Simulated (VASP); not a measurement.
The system is Al2Ni.

```
Al Ni
1.0
     0.00000    3.52011    3.52011
     3.52011    0.00000    3.52011
     3.52011    3.52011    0.00000
Al Ni
4 2
Direct
  0.12500 0.12500 0.12500
  0.12500 0.12500 0.62500
  0.12500 0.62500 0.12500
  0.62500 0.12500 0.12500
  0.75000 0.75000 0.75000
  0.50000 0.50000 0.50000
```

The cell was built from a structure type or drawn by symmetry, and may not be a known phase.

```yaml
Program: VASP 6.6.1
Task: relaxation of cell and atoms
Functional: PBE
Potentials_or_basis: VASP PAW PBE potentials, release 64 (Al, Ni)
Cutoff: 600 eV
k_mesh: 10 × 10 × 10
Occupations: gaussian, width 0.1 eV
Spin: no spin polarisation
```

At the start: pressure 1.5 GPa; volume 14.54 Å³/atom.

Where does the relaxation end?

Over 5 steps the energy falls by 35.0 meV/atom and the volume is 14.61 Å³/atom (+0.5 %); space group Fd-3m (No. 227, to 0.1 Å) before and after.

The path:
| step | energy change (eV) | largest force (eV/Å) | pressure (GPa) | volume (Å³) |
| --- | --- | --- | --- | --- |
| 1 | 0.0000 | 0.0000 | 1.48 | 87.24 |
| 2 | -0.2024 | 0.0000 | -1.44 | 88.94 |
| 3 | -0.2043 | 0.0000 | -1.37 | 88.92 |
| 4 | -0.2091 | 0.0000 | -0.59 | 88.10 |
| 5 | -0.2098 | 0.0000 | 0.02 | 87.67 |

Final structure:
```
Al Ni
1.0
     0.00000    3.52587    3.52587
     3.52587    0.00000    3.52587
     3.52587    3.52587    0.00000
Al Ni
4 2
Cartesian
  0.8815 0.8815 0.8815
  2.6444 2.6444 0.8815
  2.6444 0.8815 2.6444
  0.8815 2.6444 2.6444
  5.2888 5.2888 5.2888
  3.5259 3.5259 3.5259
```
